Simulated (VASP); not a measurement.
# TiTe2 in VASP: a series of runs, part 2 of 2

VASP 6.6.1. Earlier steps stand in the parts before.

## Step 5: Single point, PBE (atom 3 (Te) moved 0.05 Å along z)

The input, INCAR:

```
SYSTEM = TiTe2
PREC     = Accurate       ! precision mode
ENCUT    = 520            ! plane-wave cutoff, eV
EDIFF    = 1E-6           ! SCF threshold, eV
ISMEAR   = 0              ! smearing method
SIGMA    = 0.05           ! smearing width, eV
LREAL    = .False.        ! projectors in reciprocal space
LASPH    = .True.         ! aspherical terms in the spheres
NELM     = 100            ! most SCF steps
ALGO     = Normal         ! electronic algorithm
ISIF     = 2              ! what is computed and relaxed
LWAVE    = .False.        ! write WAVECAR
LCHARG   = .False.        ! write CHGCAR
GGA      = PE             ! functional
NBANDS   = 19             ! bands
```

The input, KPOINTS:

```
Automatic mesh
0
Gamma
  10 10 6
  0 0 0
```

The input, POSCAR:

```
TiTe2
1.0
    3.7571113946      0.0000000000      0.0000000000
   -1.8785556973      3.2537539126      0.0000000000
    0.0000000000      0.0000000000      7.0588037334
Ti Te
1 2
Direct
    0.0000000000      0.0000000000      0.0000000000
    0.3333333333      0.6666666667      0.2465654568
    0.6666666667      0.3333333333      0.7605178964
```

Potentials or basis: VASP PAW PBE potentials, release 64 (Ti_sv, Te).

The run is started by

```console
> cat potpaw_PBE.64/Ti_sv/POTCAR potpaw_PBE.64/Te/POTCAR > POTCAR
> mpirun -np 1 vasp_std > vasp.out
```

OUTCAR:

```text
SYSTEM = TiTe2
   PREC = Accurate
   ENCUT = 520
   EDIFF = 1E-6
   ISMEAR = 0
   LREAL = .False.
   LASPH = .True.
   NELM = 100
   ISIF = 2
   GGA = PE

 ion  position               nearest neighbor table
   1  0.000  0.000  0.000-   3 2.75   3 2.75   3 2.75   2 2.78   2 2.78   2 2.78
   2  0.333  0.667  0.247-   1 2.78   1 2.78   1 2.78
   3  0.667  0.333  0.761-   1 2.75   1 2.75   1 2.75

  LATTYP: Found a hexagonal cell.
 ALAT       =     3.7571113946
 C/A-ratio  =     1.8787847876

  Lattice vectors:

 A1 = (   3.7571113946,   0.0000000000,   0.0000000000)
 A2 = (  -1.8785556973,   3.2537539126,   0.0000000000)
 A3 = (   0.0000000000,   0.0000000000,   7.0588037334)

Analysis of symmetry for initial positions (statically):
=====================================================================
 Subroutine PRICEL returns:
 Original cell was already a primitive cell.

 Routine SETGRP: Setting up the symmetry group for a
 hexagonal supercell.

 Subroutine GETGRP returns: Found  6 space group operations
 (whereof  6 operations were pure point group operations)
 out of a pool of 24 trial point group operations.

The static configuration has the point symmetry C_3v.

Analysis of symmetry for dynamics (positions and initial velocities):
=====================================================================
 Subroutine PRICEL returns:
 Original cell was already a primitive cell.

 Routine SETGRP: Setting up the symmetry group for a
 hexagonal supercell.

 Subroutine GETGRP returns: Found  6 space group operations
 (whereof  6 operations were pure point group operations)
 out of a pool of 24 trial point group operations.

The dynamic configuration has the point symmetry C_3v.

 Subroutine INISYM returns: Found  6 space group operations
 (whereof  6 operations are pure point group operations),
 and found     1 'primitive' translations

[... 115 lines left out ...]
     AMIX     =   0.40;   BMIX     =  1.00
     AMIX_MAG =   1.60;   BMIX_MAG =  1.00
  volume/ion in A,a.u.               =      28.76       194.11
  Fermi-wavevector in a.u.,A,eV,Ry     =   1.068617  2.019393 15.537059  1.141942
  Thomas-Fermi vector in A             =   2.204270
   LORBIT       =      0    0 simple, 1 ext, 2 COOP (PROOUT), +10 PAW based schemes
   GGA     = PE    functional components
   LHFCALC =     F    Hartree Fock is set to
   AEXX    =    0.0000 exact exchange contribution
   IVDW    =     0    specifies the selected vdW correction
   LEPSILON=     F    determine dielectric tensor
   LRPA    =     F    only Hartree local field effects (RPA)
 non-spin polarized calculation
 Gauss-broadening in eV      SIGMA  =   0.05
  energy-cutoff  :      520.00
  volume of cell :       86.29
 maximum number of plane-waves:      2336
   NGX = 13   NGY = 13   NGZ = 27

 number of electron      23.9999995 magnetization

 Free energy of the ion-electron system (eV)
  ---------------------------------------------------
  ext. energy  EPLUGINS =         0.00000000
  ---------------------------------------------------
  free energy    TOTEN  =       -16.21222471 eV

  energy without entropy =      -16.21047485  energy(sigma->0) =      -16.21134978

 E-fermi :   5.9502     XC(G=0):  -9.4210

 val. band max:        5.9414120715   @ k =   0.5000   0.0000   0.0000
 cond. band min:       5.9502588472   @ k =   0.0000   0.3000   0.3333
 fundamental gap:      0.0088467757
 Fermi energy:         5.9502288247

 k-point     1 :       0.0000    0.0000    0.0000
  band No.  band energies     occupation
      1     -51.5379      2.00000
      2     -27.7919      2.00000
      3     -27.7919      2.00000
      4     -27.7540      2.00000
      5      -6.2291      2.00000
      6      -5.1084      2.00000
[... 505 lines left out ...]
      6      -4.4319      2.00000
[... 11 lines left out ...]
     18      10.6813      0.00000
     19      11.3509      0.00000

 [... further k-points ...]

------------------------ aborting loop because EDIFF is reached ----------------------------------------

  FORCE on cell =-STRESS in cart. coord.  units (eV):
  Direction    XX          YY          ZZ          XY          YZ          ZX
  --------------------------------------------------------------------------------------
  -------------------------------------------------------------------------------------
  Total        0.3312960      0.3312960      0.7261502      0.0000000      0.0000000      0.0000000
  in kB        6.1511586      6.1511586     13.4823985      0.0000000      0.0000000      0.0000000
  external PRESSURE =       8.5949052 kB  Pullay stress =       0.0000000 kB

 VOLUME and BASIS-vectors are now :
 -----------------------------------------------------------------------------
  energy-cutoff  :      520.00
  volume of cell :       86.29
      direct lattice vectors                 reciprocal lattice vectors
     3.757111395  0.000000000  0.000000000     0.266161925  0.153668659  0.000000000
    -1.878555697  3.253753913  0.000000000     0.000000000  0.307337318  0.000000000
     0.000000000  0.000000000  7.058803733     0.000000000  0.000000000  0.141667064

 POSITION                                       TOTAL-FORCE (eV/Angst)
 -----------------------------------------------------------------------------------
      0.00000      0.00000      0.00000        -0.000000      0.000000      0.240783
     -0.00000      2.16917      1.74046         0.000000      0.000000      0.113455
      1.87856      1.08458      5.36835        -0.000000     -0.000000     -0.354238
 -----------------------------------------------------------------------------------
    total drift:                               -0.000000      0.000000      0.000036

  FREE ENERGIE OF THE ION-ELECTRON SYSTEM (eV)
  ---------------------------------------------------
  free  energy   TOTEN  =       -16.2122247052 eV

  energy  without entropy=      -16.2104748451  energy(sigma->0) =      -16.21134978
```

OSZICAR:

```text
N       E                     dE             d eps       ncg     rms          rms(c)
DAV:   1     0.178148167380E+03    0.17815E+03   -0.10744E+04  2736   0.116E+03
DAV:   2    -0.211774313721E+01   -0.18027E+03   -0.17573E+03  2935   0.292E+02
DAV:   3    -0.178996399122E+02   -0.15782E+02   -0.15439E+02  4264   0.813E+01
DAV:   4    -0.184677580477E+02   -0.56812E+00   -0.56488E+00  3546   0.144E+01
DAV:   5    -0.184904977390E+02   -0.22740E-01   -0.22731E-01  4025   0.274E+00    0.120E+01
DAV:   6    -0.185791600861E+02   -0.88662E-01   -0.37204E+01  2957   0.377E+01    0.148E+01
DAV:   7    -0.164818922774E+02    0.20973E+01   -0.32305E+01  3413   0.323E+01    0.554E+00
DAV:   8    -0.162150211016E+02    0.26687E+00   -0.14112E+00  3205   0.822E+00    0.175E+00
DAV:   9    -0.162375500445E+02   -0.22529E-01   -0.31972E-01  3792   0.353E+00    0.171E+00
DAV:  10    -0.162176637787E+02    0.19886E-01   -0.33408E-01  3201   0.391E+00    0.797E-01
DAV:  11    -0.162122072703E+02    0.54565E-02   -0.33009E-02  3119   0.133E+00    0.342E-01
DAV:  12    -0.162125068585E+02   -0.29959E-03   -0.17347E-03  3167   0.322E-01    0.249E-01
DAV:  13    -0.162122408641E+02    0.26599E-03   -0.89422E-04  3395   0.206E-01    0.688E-02
DAV:  14    -0.162122323034E+02    0.85608E-05   -0.53254E-05  3458   0.444E-02    0.327E-02
DAV:  15    -0.162122275846E+02    0.47188E-05   -0.78875E-06  3398   0.191E-02    0.208E-02
DAV:  16    -0.162122245111E+02    0.30734E-05   -0.22670E-05  3607   0.298E-02    0.290E-03
DAV:  17    -0.162122247052E+02   -0.19407E-06   -0.48099E-07  1833   0.621E-03
   1 F= -.16212225E+02 E0= -.16211350E+02  d E =-.174986E-02
```

It took 2.5 min on 1 thread of AMD EPYC 7R43 (Zen 3), shared host; peak memory 0.23 GiB.

What came out:

- Free energy: -16.2122 eV
- Pressure: 0.9 GPa
- Largest force: 0.354 eV/Å
- Band gap on the k mesh: zero (bands 12 and 13 overlap by 0.63 eV)

Forces on the atoms (eV/Å):
```
Ti   0.000  0.000  0.241
Te   0.000  0.000  0.113
Te   0.000  0.000 -0.354
```

Stress tensor (GPa, compression positive):
```
0.62 0.00 0.00
0.00 0.62 0.00
0.00 0.00 1.35
```

Levels at points of the mesh, in eV from the Fermi level:
| k point | band 8 | band 9 | band 10 | band 11 | band 12 | band 13 | band 14 | band 15 | band 16 | band 17 |
| --- | --- | --- | --- | --- | --- | --- | --- | --- | --- | --- |
| (0.00, 0.00, 0.00) | -1.58 | -1.58 | -0.20 | 0.35 | 0.40 | 0.40 | 1.14 | 1.14 | 3.31 | 3.31 |
| (0.50, 0.00, 0.00) | -3.84 | -2.33 | -2.27 | -1.77 | -0.83 | -0.01 | 1.17 | 1.50 | 2.58 | 3.22 |
| (0.00, 0.00, 0.50) | -2.29 | -1.56 | -1.56 | 0.40 | 0.40 | 0.86 | 1.03 | 1.03 | 3.48 | 3.48 |
| (0.50, 0.00, 0.50) | -4.22 | -2.37 | -1.87 | -1.32 | -0.63 | -0.23 | 1.17 | 1.49 | 2.88 | 3.39 |

Caveat: the cell differs from its parent crystal (atom 3 (Te) moved 0.05 Å along z); spin-orbit coupling is left out, which moves the levels of the heavy elements; this functional lacks dispersion, which binds the layers, so the pressure and a relaxed spacing across them are unreliable.

## Step 6: Single point, PBE (atom 2 (Te) moved 0.2 Å along z)

The input, INCAR:

```
PREC     = Accurate       # precision mode
ENCUT    = 520            # plane-wave cutoff, eV
EDIFF    = 1E-7           # SCF threshold, eV
ISMEAR   = 0              # smearing method
SIGMA    = 0.05           # smearing width, eV
LREAL    = False          # projectors in reciprocal space
LASPH    = True           # aspherical terms in the spheres
NELM     = 80             # most SCF steps
ALGO     = Normal         # electronic algorithm
ISIF     = 2              # what is computed and relaxed
LWAVE    = False          # write WAVECAR
LCHARG   = False          # write CHGCAR
GGA      = PE             # functional
NBANDS   = 19             # bands
```

The input, KPOINTS:

```
regular mesh
0
Gamma
  10 10 6
```

The input, POSCAR:

```
TiTe2
1.0
    3.7571113946      0.0000000000      0.0000000000
   -1.8785556973      3.2537539126      0.0000000000
    0.0000000000      0.0000000000      7.0588037334
Ti Te
1 2
Direct
    0.0000000000      0.0000000000      0.0000000000
    0.3333333333      0.6666666667      0.2748988696
    0.6666666667      0.3333333333      0.7534345432
```

Potentials or basis: VASP PAW PBE potentials, release 64 (Ti_sv, Te).

The run is started by

```console
> cat potpaw_PBE.64/Ti_sv/POTCAR potpaw_PBE.64/Te/POTCAR > POTCAR
> mpirun -np 1 vasp_std > vasp.out
```

It took 2.6 min on 1 thread of AMD EPYC 7R43 (Zen 3), shared host; peak memory 0.23 GiB.

The run converged. Its results:

| Quantity | Value |
| --- | --- |
| Free energy | -16.0972 eV |
| Pressure | -2.9 GPa |
| Largest force | 1.196 eV/Å |
| Band gap on the k mesh | zero (bands 12 and 13 overlap by 0.74 eV) |

Forces on the atoms (eV/Å):
```
Ti   0.000  0.000  0.851
Te   0.000  0.000 -1.196
Te   0.000  0.000  0.345
```

Stress tensor (GPa, compression positive):
```
-1.76  0.00  0.00
 0.00 -1.76  0.00
 0.00  0.00 -5.09
```

Levels at points of the mesh, in eV from the Fermi level:
```tsv
k point	band 9	band 10	band 11	band 12	band 13	band 14	band 15	band 16
(0.00, 0.00, 0.00)	-1.24	-0.31	0.35	0.50	0.50	1.27	1.27	2.97
(0.50, 0.00, 0.00)	-2.43	-2.22	-1.54	-0.65	-0.04	1.22	1.52	2.30
(0.00, 0.00, 0.50)	-1.20	-1.20	0.49	0.49	0.78	1.09	1.09	3.21
(0.50, 0.00, 0.50)	-2.36	-1.68	-1.24	-0.33	-0.25	1.22	1.53	2.52
```

Caveat: the cell differs from its parent crystal (atom 2 (Te) moved 0.2 Å along z); spin-orbit coupling is left out, which moves the levels of the heavy elements; this functional lacks dispersion, which binds the layers, so the pressure and a relaxed spacing across them are unreliable; forces of over 1 eV/Å act on the atoms, so gaps and moduli don't describe the material at rest.

## Step 7: The runs side by side

| cell | gap on the mesh (eV) | pressure (GPa) | largest force (eV/Å) |
| --- | --- | --- | --- |
| a = 3.754, b = 3.754, c = 6.931 Å, angles 90.0, 90.0, 120.0°, 3 atoms, atomic positions A | none | 0.1 | - |
| a = 3.757, b = 3.757, c = 7.059 Å, angles 90.0, 90.0, 120.0°, 3 atoms, atomic positions B | none | 0.0 | 0.01 |
| a = 3.757, b = 3.757, c = 7.059 Å, angles 90.0, 90.0, 120.0°, 3 atoms, atomic positions C | none | 0.9 | 0.35 |
| a = 3.757, b = 3.757, c = 7.059 Å, angles 90.0, 90.0, 120.0°, 3 atoms, atomic positions D | none | -2.9 | 1.20 |

Alike in all rows: task single point; level PBE; potentials or basis VASP PAW PBE potentials, release 64 (Ti_sv, Te); no spin polarisation; k mesh 10 × 10 × 6; cutoff (eV) 520; smearing gaussian 0.05 eV.

Caveats: spin-orbit coupling is left out, which moves the levels of the heavy elements; this functional lacks dispersion, which binds the layers, so the pressure and a relaxed spacing across them are unreliable; forces of over 1 eV/Å act on the atoms, so gaps and moduli don't describe the material at rest (at least some runs).

Absolute energies hang on the potentials; compare differences alone.
